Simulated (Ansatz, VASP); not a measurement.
# One calculation of SiC, two programs

```
Si C
1.0
     0.00000    2.17900    2.17900
     2.17900    0.00000    2.17900
     2.17900    2.17900    0.00000
Si C
1 1
Direct
  0.00000 0.00000 0.00000
  0.75000 0.75000 0.75000
```

Alike in both runs: task single point; functional LDA; k mesh 8 × 8 × 8; no spin polarisation.

|  | VASP | Ansatz |
| --- | --- | --- |
| version | VASP 6.6.1 | Ansatz 0.2.0 |
| potentials or method | VASP PAW LDA potentials, release 64 (Si, C), cutoff 600 eV | plane waves, PAW |
| occupations | gaussian, width 0.01 eV | fixed |
| valence electrons in the cell | 8 | 8 |

VASP gave:

```
gap on the k mesh at the Fermi level (eV) : 1.30
```

Question: Estimate Ansatz's values.

Answer: gap on the k mesh at the Fermi level (eV): 1.32.

LDA's correlation is that of Perdew and Zunger in VASP and of Perdew and Wang (1992) in Ansatz.
